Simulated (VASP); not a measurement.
# PmO (Pm-3m) in VASP: further runs

Runs on PmO. Level: PBE+U. Tasks: single point.

All numbers are computed with VASP 6.6.1; they aren't measurements. Logs are shortened: lines on timing, memory, paths and dates and some standing lists are left out, and cuts for length are marked.

**1. The cell of the first run**

It takes space group Pm-3m (No. 221, cubic). The conventional cell has a = 2.840 Å, b = 2.840 Å, c = 2.840 Å, α = 90.00°, β = 90.00°, γ = 90.00°. Pm (site symmetry m-3m) has 8 O at 2.46 Å and 6 Pm at 2.84 Å within 3.2 Å. O (site symmetry m-3m) has 8 Pm at 2.46 Å and 6 O at 2.84 Å within 3.2 Å.

**2. Single point, PBE+U, collinear spin, ferromagnetic start**

Contents of INCAR:

```
ALGO = Normal ; EDIFF = 1E-6
ENCUT = 600 ; GGA = PE
GGA_COMPAT = F ; ISIF = 2
ISMEAR = 0 ; ISPIN = 2
LASPH = T ; LCHARG = F
LDAU = T ; LDAUJ = 0 0
LDAUL = 3 -1 ; LDAUPRINT = 1
LDAUTYPE = 2 ; LDAUU = 8 0
LMAXMIX = 6 ; LORBIT = 11
LREAL = F ; LWAVE = F
MAGMOM = 4.38 -0.02 ; NBANDS = 22
NELM = 200 ; PREC = Accurate
SIGMA = 0.05
```

Contents of KPOINTS:

```
k-points
0
Gamma
  7 7 7
```

Contents of POSCAR:

```
PmO
1.0
    2.8401619400      0.0000000000      0.0000000000
    0.0000000000      2.8401619400      0.0000000000
    0.0000000000      0.0000000000      2.8401619400
Pm O
1 1
Direct
    0.0000000000      0.0000000000      0.0000000000
    0.5000000000      0.5000000000      0.5000000000
```

Potentials or basis: VASP PAW PBE potentials, release 64 (Pm, O).

Started as:

```bash
> cat potpaw_PBE.64/Pm/POTCAR potpaw_PBE.64/O/POTCAR > POTCAR
> mpirun -np 1 vasp_std > vasp.out
```

OUTCAR:

```text
EDIFF = 1E-6
   ENCUT = 600
   GGA = PE
   ISIF = 2
   ISMEAR = 0
   ISPIN = 2
   LASPH = T
   LORBIT = 11
   LREAL = F
   NELM = 200
   PREC = Accurate

 ion  position               nearest neighbor table
   1  0.000  0.000  0.000-   2 2.46   2 2.46   2 2.46   2 2.46   2 2.46   2 2.46   2 2.46   2 2.46

   2  0.500  0.500  0.500-   1 2.46   1 2.46   1 2.46   1 2.46   1 2.46   1 2.46   1 2.46   1 2.46

  LATTYP: Found a simple cubic cell.
 ALAT       =     2.8401619400

  Lattice vectors:

 A1 = (   2.8401619400,   0.0000000000,   0.0000000000)
 A2 = (   0.0000000000,   2.8401619400,   0.0000000000)
 A3 = (   0.0000000000,   0.0000000000,   2.8401619400)

Analysis of symmetry for initial positions (statically):
=====================================================================
 Subroutine PRICEL returns:
 Original cell was already a primitive cell.

 Routine SETGRP: Setting up the symmetry group for a
 simple cubic supercell.

 Subroutine GETGRP returns: Found 48 space group operations
 (whereof 48 operations were pure point group operations)
 out of a pool of 48 trial point group operations.

The static configuration has the point symmetry O_h .

Analysis of symmetry for dynamics (positions and initial velocities):
=====================================================================
 Subroutine PRICEL returns:
 Original cell was already a primitive cell.

 Routine SETGRP: Setting up the symmetry group for a
 simple cubic supercell.

 Subroutine GETGRP returns: Found 48 space group operations
 (whereof 48 operations were pure point group operations)
 out of a pool of 48 trial point group operations.

The dynamic configuration has the point symmetry O_h .

Analysis of structural, dynamic, and magnetic symmetry:
=====================================================================
 Subroutine PRICEL returns:
 Original cell was already a primitive cell.

 Routine SETGRP: Setting up the symmetry group for a
 simple cubic supercell.

 Subroutine GETGRP returns: Found 48 space group operations
 (whereof 48 operations were pure point group operations)
 out of a pool of 48 trial point group operations.

The overall configuration has the point symmetry O_h .

 Subroutine INISYM returns: Found 48 space group operations
 (whereof 48 operations are pure point group operations),
 and found     1 'primitive' translations

----------------------------------------------------------------------------------------

                                     Primitive cell

  volume of cell :      22.9102

  direct lattice vectors                    reciprocal lattice vectors
     2.840161940  0.000000000  0.000000000     0.352092599  0.000000000  0.000000000
     0.000000000  2.840161940  0.000000000     0.000000000  0.352092599  0.000000000
     0.000000000  0.000000000  2.840161940     0.000000000  0.000000000  0.352092599

  length of vectors
[... 122 lines left out ...]
 onsite density matrix

spin component  1

  0.6823  0.0000 -0.2378 -0.0000 -0.0000 -0.0000 -0.0000
  0.0000  0.0171  0.0000  0.0000 -0.0000  0.0000 -0.0000
 -0.2378  0.0000  0.8051  0.0000 -0.0000 -0.0000  0.0000
 -0.0000  0.0000  0.0000  0.4980 -0.0000 -0.0000  0.0000
 -0.0000 -0.0000 -0.0000 -0.0000  0.8051  0.0000  0.2378
 -0.0000  0.0000 -0.0000 -0.0000  0.0000  0.9893 -0.0000
 -0.0000 -0.0000  0.0000  0.0000  0.2378 -0.0000  0.6823

spin component  2

  0.0047 -0.0000  0.0009  0.0000  0.0000  0.0000  0.0000
 -0.0000  0.0139 -0.0000  0.0000 -0.0000 -0.0000  0.0000
  0.0009 -0.0000  0.0043 -0.0000  0.0000  0.0000 -0.0000
  0.0000  0.0000 -0.0000  0.0054  0.0000 -0.0000 -0.0000
  0.0000 -0.0000  0.0000  0.0000  0.0043  0.0000 -0.0009
  0.0000 -0.0000  0.0000 -0.0000  0.0000  0.0036  0.0000
  0.0000  0.0000 -0.0000 -0.0000 -0.0009  0.0000  0.0047

 occupancies and eigenvectors

  o =  0.0036  v =  0.0000  0.0000  0.0000  0.0000  0.0000  0.0000  0.0000 -0.0029 -0.0000  0.0037 -0.0000  0.0008 -1.0000  0.0006      0.0000  0.0000  0.0000  0.0000  0.0000  0.0000  0.0000  0.0000  0.0000  0.0000  0.0000  0.0000  0.0000  0.0000
  o =  0.0036  v =  0.0000  0.0000  0.0000  0.0000  0.0000  0.0000  0.0000  0.0038  0.0000 -0.0049 -0.0000 -0.7906 -0.0010 -0.6124      0.0000  0.0000  0.0000  0.0000  0.0000  0.0000  0.0000  0.0000  0.0000  0.0000  0.0000  0.0000  0.0000  0.0000
  o =  0.0036  v =  0.0000  0.0000  0.0000  0.0000  0.0000  0.0000  0.0000 -0.6124 -0.0000  0.7905  0.0000 -0.0049  0.0047 -0.0038      0.0000  0.0000  0.0000  0.0000  0.0000  0.0000  0.0000  0.0000  0.0000  0.0000  0.0000  0.0000  0.0000  0.0000
  o =  0.0054  v =  0.0000  0.0000  0.0000  0.0000  0.0000  0.0000  0.0000  0.0052  0.0000  0.0040 -0.0318  0.6120 -0.0000 -0.7902      0.0000  0.0000  0.0000  0.0000  0.0000  0.0000  0.0000  0.0000  0.0000  0.0000  0.0000  0.0000  0.0000  0.0000
  o =  0.0054  v =  0.0000  0.0000  0.0000  0.0000  0.0000  0.0000  0.0000 -0.0013 -0.0000 -0.0010 -0.9995 -0.0195  0.0000  0.0252      0.0000  0.0000  0.0000  0.0000  0.0000  0.0000  0.0000  0.0000  0.0000  0.0000  0.0000  0.0000  0.0000  0.0000
  o =  0.0054  v =  0.0000  0.0000  0.0000  0.0000  0.0000  0.0000  0.0000  0.7906 -0.0000  0.6124 -0.0014 -0.0041  0.0000  0.0052      0.0000  0.0000  0.0000  0.0000  0.0000  0.0000  0.0000  0.0000  0.0000  0.0000  0.0000  0.0000  0.0000  0.0000
  o =  0.0139  v =  0.0000  0.0000  0.0000  0.0000  0.0000  0.0000  0.0000  0.0000 -1.0000 -0.0000  0.0000  0.0000  0.0000 -0.0000      0.0000  0.0000  0.0000  0.0000  0.0000  0.0000  0.0000  0.0000  0.0000  0.0000  0.0000  0.0000  0.0000  0.0000
  o =  0.0171  v =  0.0000 -1.0000  0.0000  0.0000 -0.0000  0.0000 -0.0000  0.0000  0.0000  0.0000  0.0000  0.0000  0.0000  0.0000      0.0000  0.0000  0.0000  0.0000  0.0000  0.0000  0.0000  0.0000  0.0000  0.0000  0.0000  0.0000  0.0000  0.0000
  o =  0.4980  v = -0.7906  0.0000 -0.6124 -0.0000 -0.0000 -0.0000 -0.0000  0.0000  0.0000  0.0000  0.0000  0.0000  0.0000  0.0000      0.0000  0.0000  0.0000  0.0000  0.0000  0.0000  0.0000  0.0000  0.0000  0.0000  0.0000  0.0000  0.0000  0.0000
  o =  0.4980  v =  0.0000 -0.0000 -0.0000 -0.5732 -0.5018  0.0000  0.6478  0.0000  0.0000  0.0000  0.0000  0.0000  0.0000  0.0000      0.0000  0.0000  0.0000  0.0000  0.0000  0.0000  0.0000  0.0000  0.0000  0.0000  0.0000  0.0000  0.0000  0.0000
  o =  0.4980  v =  0.0000  0.0000 -0.0000  0.8194 -0.3510  0.0000  0.4532  0.0000  0.0000  0.0000  0.0000  0.0000  0.0000  0.0000      0.0000  0.0000  0.0000  0.0000  0.0000  0.0000  0.0000  0.0000  0.0000  0.0000  0.0000  0.0000  0.0000  0.0000
  o =  0.9893  v = -0.6124  0.0000  0.7906  0.0000  0.0000  0.0000  0.0000  0.0000  0.0000  0.0000  0.0000  0.0000  0.0000  0.0000      0.0000  0.0000  0.0000  0.0000  0.0000  0.0000  0.0000  0.0000  0.0000  0.0000  0.0000  0.0000  0.0000  0.0000
  o =  0.9893  v =  0.0000  0.0000  0.0000 -0.0000 -0.7878  0.0844 -0.6102  0.0000  0.0000  0.0000  0.0000  0.0000  0.0000  0.0000      0.0000  0.0000  0.0000  0.0000  0.0000  0.0000  0.0000  0.0000  0.0000  0.0000  0.0000  0.0000  0.0000  0.0000
  o =  0.9893  v =  0.0000  0.0000 -0.0000  0.0000 -0.0667 -0.9964 -0.0517  0.0000  0.0000  0.0000  0.0000  0.0000  0.0000  0.0000      0.0000  0.0000  0.0000  0.0000  0.0000  0.0000  0.0000  0.0000  0.0000  0.0000  0.0000  0.0000  0.0000  0.0000

 number of electron      21.0000006 magnetization       4.8484221

 Free energy of the ion-electron system (eV)
  ---------------------------------------------------
  ext. energy  EPLUGINS =         0.00000000
  ---------------------------------------------------
  free energy    TOTEN  =       -13.21921191 eV

  energy without entropy =      -13.21416414  energy(sigma->0) =      -13.21668803

 E-fermi :  12.2147     XC(G=0): -13.3424

 val. band max:       12.2102431778   @ k =   0.4286   0.4286   0.2857
 cond. band min:      12.2409454201   @ k =   0.4286   0.4286   0.4286
 fundamental gap:      0.0307022424
 Fermi energy:        12.2146991495

 spin component 1

 k-point     1 :       0.0000    0.0000    0.0000
  band No.  band energies     occupation
      1     -27.4583      1.00000
      2      -7.6790      1.00000
      3      -5.9476      1.00000
      4      -5.9476      1.00000
      5      -5.9476      1.00000
      6       7.6908      1.00000
[... 489 lines left out ...]
     21      27.3802      0.00000
     22      30.5289      0.00000
 Fermi energy:        12.2146991495

 spin component 2

 k-point     1 :       0.0000    0.0000    0.0000
  band No.  band energies     occupation
      1     -25.3676      1.00000
      2      -7.6504      1.00000
      3      -4.2896      1.00000
      4      -4.2896      1.00000
      5      -4.2896      1.00000
      6       8.7582      1.00000
[... 489 lines left out ...]
     21      29.0268      0.00000
     22      31.9994      0.00000

------------------------ aborting loop because EDIFF is reached ----------------------------------------

  FORCE on cell =-STRESS in cart. coord.  units (eV):
  Direction    XX          YY          ZZ          XY          YZ          ZX
  --------------------------------------------------------------------------------------
  -------------------------------------------------------------------------------------
  Total        7.6934268      7.6934268      7.6934268      0.0000000     -0.0000000      0.0000000
  in kB      538.0233193    538.0233193    538.0233193      0.0000000     -0.0000000      0.0000000
  external PRESSURE =     538.0233193 kB  Pullay stress =       0.0000000 kB

 VOLUME and BASIS-vectors are now :
 -----------------------------------------------------------------------------
  energy-cutoff  :      600.00
  volume of cell :       22.91
      direct lattice vectors                 reciprocal lattice vectors
     2.840161940  0.000000000  0.000000000     0.352092599  0.000000000  0.000000000
     0.000000000  2.840161940  0.000000000     0.000000000  0.352092599  0.000000000
     0.000000000  0.000000000  2.840161940     0.000000000  0.000000000  0.352092599

 POSITION                                       TOTAL-FORCE (eV/Angst)
 -----------------------------------------------------------------------------------
      0.00000      0.00000      0.00000         0.000000      0.000000      0.000000
      1.42008      1.42008      1.42008         0.000000      0.000000      0.000000
 -----------------------------------------------------------------------------------
    total drift:                                0.000000      0.000000     -0.000000

  FREE ENERGIE OF THE ION-ELECTRON SYSTEM (eV)
  ---------------------------------------------------
  free  energy   TOTEN  =       -13.2192119144 eV

  energy  without entropy=      -13.2141641383  energy(sigma->0) =      -13.21668803

 total charge

# of ion       s       p       d       f       tot
--------------------------------------------------
    1        2.009   5.600   0.746   4.508  12.863
    2        1.559   3.524   0.000   0.000   5.083
--------------------------------------------------
tot          3.568   9.123   0.746   4.508  17.946

 magnetization (x)

# of ion       s       p       d       f       tot
--------------------------------------------------
    1       -0.013   0.019   0.255   4.430   4.690
    2       -0.001  -0.066   0.000   0.000  -0.067
--------------------------------------------------
tot         -0.015  -0.047   0.255   4.430   4.622
```

It took 86 s on 1 thread of Intel Xeon 8259CL, shared host; peak memory 0.14 GiB.

Results:

```yaml
Free_energy: -13.2192 eV
Pressure: 53.8 GPa
Net_moment: 4.85 μB per cell
Site_moments: Pm +4.69; O -0.07 μB
Valence_electrons_inside_the_program's_atomic_spheres: Pm 12.86; O 5.08
```

Eigenvalues of the final occupation matrices:
| site | spin | trace | eigenvalues |
| --- | --- | --- | --- |
| site 1 f | 1 | 4.48 | 0.02 0.50 0.50 0.50 0.99 0.99 0.99 |
| site 1 f | 2 | 0.04 | 0.00 0.00 0.00 0.01 0.01 0.01 0.01 |

Caveat: the magnetic or orbital state may not be the lowest; the cell stands under pressure; spin-orbit coupling is left out, which moves the levels of the heavy elements.

(Part 1 of 2 ends here.)
